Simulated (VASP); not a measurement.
Here is a VASP 6.6.1 calculation.

INCAR

```
  PREC = Accurate
  ENCUT = 520
  EDIFF = 1E-6
  ISMEAR = 0
  SIGMA = 0.15
  LREAL = False
  LASPH = True
  NELM = 80
  ALGO = Fast
  ISIF = 2
  LWAVE = False
  LCHARG = True
  GGA = PE
  LELF = True
  LVHAR = True
  NBANDS = 10
```

File KPOINTS:

```
regular mesh
0
Gamma
  12 12 12
```

File POSCAR:

```
Cs
1.0
   -3.2643000000      3.2643000000      3.2643000000
    3.2643000000     -3.2643000000      3.2643000000
    3.2643000000      3.2643000000     -3.2643000000
Cs
1
Direct
    0.0000000000      0.0000000000      0.0000000000
```

Potentials or basis: VASP PAW PBE potentials, release 64 (Cs_sv).

Command:

```bash
$ cat potpaw_PBE.64/Cs_sv/POTCAR > POTCAR
$ mpirun -np 1 vasp_std > vasp.out
```

What does it give for the pressure?

-0.3 GPa.

Caveat: the cell differs from its parent crystal (strain +0.080 along x and y, +0.080 along z).
